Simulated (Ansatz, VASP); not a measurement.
# Ta2N in VASP and in Ansatz

Contents of INCAR:

```
SYSTEM = Ta2N
ALGO     = Normal         ! electronic algorithm
EDIFF    = 1E-6           ! SCF threshold, eV
ENCUT    = 520            ! plane-wave cutoff, eV
GGA      = PE             ! functional
ISIF     = 2              ! what is computed and relaxed
ISMEAR   = 0              ! smearing method
LASPH    = .TRUE.         ! aspherical terms in the spheres
LCHARG   = .FALSE.        ! write CHGCAR
LREAL    = .FALSE.        ! projectors in reciprocal space
LWAVE    = .FALSE.        ! write WAVECAR
NBANDS   = 20             ! bands
NELM     = 80             ! most SCF steps
PREC     = Accurate       ! precision mode
SIGMA    = 0.15           ! smearing width, eV
```

File KPOINTS:

```
k-points
0
G
  18 18 10
  0 0 0
```

Contents of POSCAR:

```
Ta2N
1.0
    3.1011400584      0.0000000000      0.0000000000
   -1.5505700292      2.6319527499      0.0000000000
    0.0000000000      0.0000000000      4.8818900414
Ta N
2 1
Direct
    0.6666666667      0.3333333333      0.7449050326
    0.3333333333      0.6666666667      0.2550949674
    0.0000000000      0.0000000000      0.0000000000
```

Input for Ansatz:

```yaml
crystal:
  lattice:
    - [3.1011400584, 0.0, 0.0]
    - [-1.5505700292, 2.6319527499, 0.0]
    - [0.0, 0.0, 4.8818900414]
  atoms:
    - { symbol: Ta, position: [0.6666666667, 0.3333333333, 0.7449050326] }
    - { symbol: Ta, position: [0.3333333333, 0.6666666667, 0.2550949674] }
    - { symbol: "N", position: [0.0, 0.0, 0.0] }
basis:
  ecutwfc: 420
kpoints:
  mp_grid: { grid: [18, 18, 10] }
hamiltonian:
  xc: pbe
scf:
  occupations: { method: gaussian, width: 0.15 }
output:
  forces: true
  stress: true
  eigenvalues: true
```

Change from the starting cell: strain -0.0200 x Voigt [0, 1, 0, 0, 0, 0], atoms carried along.

Alike in both runs: task single point; functional PBE; k mesh 18 × 18 × 10; occupations gaussian, width 0.15 eV; no spin polarisation.

|  | VASP | Ansatz |
| --- | --- | --- |
| version | VASP 6.6.1 | Ansatz 0.2.0 |
| potentials or method | VASP PAW PBE potentials, release 64 (Ta_pv, N), cutoff 520 eV | scalar-relativistic, plane waves, PAW |
| valence electrons in the cell | 27 | 31 |

```csv
,VASP,Ansatz,Ansatz less VASP
gap on the k mesh at the Fermi level (eV),none,none,-
pressure (GPa),6.5,6.0,-0.49
"traceless stress, the component that is largest in VASP (GPa)",3.85,3.83,-0.027
rms of the force components (eV/Å),0.114,0.091,-0.0236
```

Atom by atom the forces differ by 0.024 eV/Å (rms over components). A gap of «none» marks a metal or a gap that the smearing closes. VASP's potentials hold 27 valence electrons a cell and Ansatz's 31, so a difference there can come from the potentials and not from the codes.

Neither program's run includes spin-orbit coupling.
